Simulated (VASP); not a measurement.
**Pb: single point with LDA**

Crystal: Pb.

```
Pb
1.0
     0.00000    1.84151    1.84151
     1.84151    0.00000    1.84151
     1.84151    1.84151    0.00000
Pb
1
Direct
  0.00000 0.00000 0.00000
```

```yaml
Program: VASP 6.6.1
Task: single point
Functional: LDA
Potentials_or_basis: VASP PAW LDA potentials, release 64 (Pb_d)
Cutoff: 500 eV
k_mesh: 15 × 15 × 15
Occupations: fermi-dirac, width 0.05 eV
Spin: no spin polarisation
Dipole_correction: no
Further_INCAR_settings: ALGO = Normal; EDIFF = 1e-06; NBANDS = 13
```

```yaml
Pressure: 357.6 GPa
Band_gap_on_the_k_mesh: zero (bands 7 and 8 overlap by 11.72 eV)
```

Levels at points of the mesh, in eV from the Fermi level:
```
           k point  band 4  band 5  band 6  band 7  band 8  band 9  band 10  band 11
(0.00, 0.00, 0.00)  -21.36  -19.88  -19.88    6.28   11.36   11.36    11.36    18.65
```

Wall time 6.9 s on 1 thread of Intel(R) Xeon(R) 6975P-C (Granite Rapids), with other jobs on the host, peak memory 0.13 GiB.

Caveat: the cell stands under pressure; spin-orbit coupling is left out, which moves the levels of the heavy elements.
